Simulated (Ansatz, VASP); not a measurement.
Two plane-wave programs on ZnS

```xyz
2
Lattice="0.0000 2.7046 2.7046 2.4342 0.0000 2.7046 2.4342 2.7046 0.0000" Properties=species:S:1:pos:R:3 pbc="T T T"
Zn    0.0000    0.0000    0.0000
S     3.6513    4.0570    4.0570
```

Change from the starting cell: strain -0.1000 x Voigt [1, 0, 0, 0, 0, 0], atoms carried along.

Alike in both runs: task single point; functional r2SCAN; k mesh 8 × 8 × 8; occupations gaussian, width 0.05 eV; no spin polarisation.

```csv
,VASP,Ansatz
version,VASP 6.6.1,Ansatz 0.2.0
potentials or method,"VASP PAW PBE potentials, release 64 (Zn, S), cutoff 520 eV","scalar-relativistic, plane waves, PAW"
valence electrons in the cell,18,18
```

|  | VASP | Ansatz | Ansatz less VASP |
| --- | --- | --- | --- |
| gap on the k mesh at the Fermi level (eV) | 2.92 | 2.91 | -0.008 |
| least direct gap on the mesh (eV) | 2.94 | 2.92 | -0.021 |
| pressure (GPa) | 8.7 | 8.7 | -0.06 |
| traceless stress, the component that is largest in VASP (GPa) | 2.04 | 2.05 | +0.005 |

VASP's potentials were made for PBE, not for r2SCAN.
